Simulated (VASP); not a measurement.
## WC: single point with PBEsol

The system is WC, a slab with vacuum.

```
CELL_PARAMETERS angstrom
5.80140 0.00000 0.00000
-2.90070 5.02416 0.00000
0.00000 0.00000 15.25188
ATOMIC_POSITIONS crystal
W 0.00000 0.00000 0.06557
W 0.01819 0.01045 0.25234
W 0.99999 0.50000 0.06557
W 0.00313 0.51587 0.25051
W 0.50000 0.00000 0.06557
W 0.50653 0.99747 0.25332
W 0.50001 0.50000 0.06557
W 0.49357 0.49646 0.24926
C 0.33615 0.16208 0.15037
C 0.32432 0.16168 0.32934
C 0.33521 0.66148 0.15089
C 0.32783 0.66234 0.32474
C 0.83991 0.17018 0.15024
C 0.84314 0.18168 0.31969
C 0.84064 0.67524 0.15053
C 0.82603 0.67313 0.32339
```

| Item | Value |
| --- | --- |
| Program | VASP 6.6.1 |
| Task | single point |
| Functional | PBEsol |
| Potentials or basis | VASP PAW PBE potentials, release 64 (W_sv, C) |
| Cutoff | 520 eV |
| k mesh | 3 × 3 × 1 |
| Occupations | fermi-dirac, width 0.1 eV |
| Spin | no spin polarisation |
| Dipole correction | no |
| Further INCAR settings | LREAL = Auto; ALGO = Normal; EDIFF = 1e-06; NBANDS = 86 |

```json
{"Largest force": "2.381 eV/Å", "Band gap on the k mesh": "zero (bands 72 and 73 overlap by 0.66 eV)"}
```

Forces on the atoms (eV/Å):
```
W    0.126  0.181 -0.343
W   -2.158 -0.935 -0.371
W    0.017  0.124 -0.364
W    0.390 -1.302  0.000
W    0.455 -0.049  0.019
W   -1.081  0.815 -0.236
W    0.284 -0.042 -0.338
W    0.883  0.376  1.412
C   -0.040  0.343  0.325
C    1.307  0.647 -0.735
C   -0.281  0.548  0.078
C    0.280  0.304 -0.070
C   -0.269 -0.091  0.256
C    0.095 -0.353  0.628
C   -0.181 -0.471  0.033
C    0.173 -0.095 -0.294
```

Levels at points of the mesh, in eV from the Fermi level:
```
           k point  band 70  band 71  band 72  band 73  band 74  band 75
(0.00, 0.00, 0.00)     0.10     0.30     0.31     0.33     1.00     1.16
```

It took 6.1 min on 1 thread of Intel(R) Xeon(R) Platinum 8559C (Emerald Rapids), on a shared host, peak memory 0.61 GiB.

Caveat: the k points lie up to 0.42 Å⁻¹ apart, too coarse for converged energies and pressures of a metal; the PAW data sets were made with another functional, which shifts forces and pressure a little; spin-orbit coupling is left out, which moves the levels of the heavy elements.
